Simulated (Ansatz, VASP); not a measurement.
Cd in VASP and in Ansatz

```
Cd
1.0
     0.00000    3.13256    3.13256
     3.13256    0.00000    3.13256
     3.13256    3.13256    0.00000
Cd
2
Cartesian
  0.7831 0.7831 0.7831
  5.4820 5.4820 5.4820
```

Alike in both runs: task single point; functional PBEsol; k mesh 10 × 10 × 10; occupations fermi-dirac, width 0.1 eV; no spin polarisation.

|  | VASP | Ansatz |
| --- | --- | --- |
| version | VASP 6.6.1 | Ansatz 0.2.0 |
| potentials or method | VASP PAW PBE potentials, release 64 (Cd), cutoff 520 eV | plane waves (420 eV) with PAW, scalar-relativistic |
| valence electrons in the cell | 24 | 40 |

```tsv
	VASP	Ansatz	Ansatz less VASP
pressure (GPa)	2.9	2.5	-0.33
```

VASP's potentials were made for PBE, not for PBEsol, and Ansatz warns of the same on its side. VASP's potentials hold 24 valence electrons a cell and Ansatz's 40, so a difference there can come from the potentials and not from the codes.
